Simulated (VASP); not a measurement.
Input of a VASP 6.6.1 run:

The input INCAR:

```
SYSTEM = CaS
PREC     = Accurate       ! precision mode
ENCUT    = 500            ! plane-wave cutoff, eV
EDIFF    = 1E-6           ! SCF threshold, eV
ISMEAR   = 0              ! smearing method
SIGMA    = 0.02           ! smearing width, eV
LREAL    = .False.        ! projectors in reciprocal space
LASPH    = .True.         ! aspherical terms in the spheres
NELM     = 120            ! most SCF steps
ALGO     = Normal         ! electronic algorithm
ISIF     = 2              ! what is computed and relaxed
LWAVE    = .False.        ! write WAVECAR
LCHARG   = .False.        ! write CHGCAR
GGA      = PE             ! functional
NBANDS   = 15             ! bands
GGA_COMPAT= .False.
```

Contents of KPOINTS:

```
regular mesh
0
Gamma
  8 8 8
  0 0 0
```

Contents of POSCAR:

```
CaS
1.0
    0.0000000000      2.9479939257      2.9479939257
    2.9479939257      0.0000000000      2.9479939257
    2.9479939257      2.9479939257      0.0000000000
Ca S
1 1
Direct
    0.0000000000      0.0000000000      0.0000000000
    0.5000000000      0.5000000000      0.5000000000
```

Potentials or basis: VASP PAW PBE potentials, release 64 (Ca_sv, S).

The run is started by

```console
$ cat potpaw_PBE.64/Ca_sv/POTCAR potpaw_PBE.64/S/POTCAR > POTCAR
$ mpirun -np 1 vasp_std > vasp.out
```

Question: Estimate the pressure.

Answer: -4.4 GPa.

Question: Estimate the band gap on the k mesh.

Answer: 2.55 eV (least direct gap 3.29 eV).

Caveat: the cell stands under tension. A k mesh can miss the band edges.
